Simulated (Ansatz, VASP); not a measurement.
## Two plane-wave programs on AgO2

```
Ag O
1.0
     3.12703   -1.81077    0.00000
     3.12703    1.81077    0.00000
    -2.22268    0.00000    3.60713
Ag O
1 2
Direct
  0.50000 0.50000 0.50000
  0.06642 0.06642 0.19216
  0.93358 0.93358 0.80784
```

Change from the starting cell: species swapped into the CaC2 type (P-1, No. 2).

Alike in both runs: task single point; functional PBE; k mesh 6 × 6 × 6; occupations gaussian, width 0.1 eV; collinear spin.

|  | VASP | Ansatz |
| --- | --- | --- |
| version | VASP 6.6.1 | Ansatz 0.2.0 |
| potentials or method | VASP PAW PBE potentials, release 64 (Ag, O), cutoff 520 eV | scalar-relativistic, plane waves, PAW |
| valence electrons in the cell | 23 | 31 |

VASP gave:

| Item | Value |
| --- | --- |
| gap on the k mesh at the Fermi level (eV) | none |
| pressure (GPa) | -0.2 |
| traceless stress, the component that is largest in VASP (GPa) | 1.09 |
| rms of the force components (eV/Å) | 0.127 |
| net moment per atom (μB) | 0.00 |

Q: Which values does Ansatz return?

A: gap on the k mesh at the Fermi level (eV): none; pressure (GPa): -0.4; traceless stress, the component that is largest in VASP (GPa): -0.11; rms of the force components (eV/Å): 0.023; net moment per atom (μB): 0.00.

Atom by atom the forces differ by 0.143 eV/Å (rms over components). A gap of «none» marks a metal or a gap that the smearing closes. The functional is the same, so the differences come from potentials, cutoffs and numerics. VASP's potentials hold 23 valence electrons a cell and Ansatz's 31, so a difference there can come from the potentials and not from the codes. Ansatz's warnings: seeded moment not kept.
